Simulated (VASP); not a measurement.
Crystal: CdS.

```xyz
4
Lattice="4.1109 0.0000 0.0000 -2.0554 3.5601 0.0000 0.0000 0.0000 6.6883" Properties=species:S:1:pos:R:3 pbc="T T T"
Cd    0.0000    2.3734   -0.0053
Cd    2.0554    1.1867    3.3389
S     0.0000    2.3734    2.5134
S     2.0554    1.1867    5.8576
```

This cell differs from its parent crystal: volume changed by -6%.

Base run:

- Program: VASP 6.6.1
- Functional: PBE
- Potentials or basis: VASP PAW PBE potentials, release 64 (Cd, S)
- Cutoff: 520 eV
- k mesh: 6 × 6 × 4
- Occupations: gaussian, width 0.01 eV
- Spin: no spin polarisation

Its results: band gap on the k mesh 1.26 eV, direct; pressure 4.2 GPa; largest force 0.005 eV/Å.

Task: The run is repeated on the same cell with these changes: potentials or basis from VASP PAW PBE potentials, release 64 (Cd, S) to VASP PAW PBE potentials, release 64 (Cd_sv_GW, S); cutoff from 520 eV to 540 eV; further incar settings from ALGO = Normal; EDIFF = 1e-07; NBANDS = 26 to ALGO = Normal; EDIFF = 1e-06; NBANDS = 34; valence electrons from 36 to 52. What comes out?

Result: Band gap on the k mesh 1.25 eV, direct; pressure 2.8 GPa; largest force 0.005 eV/Å.

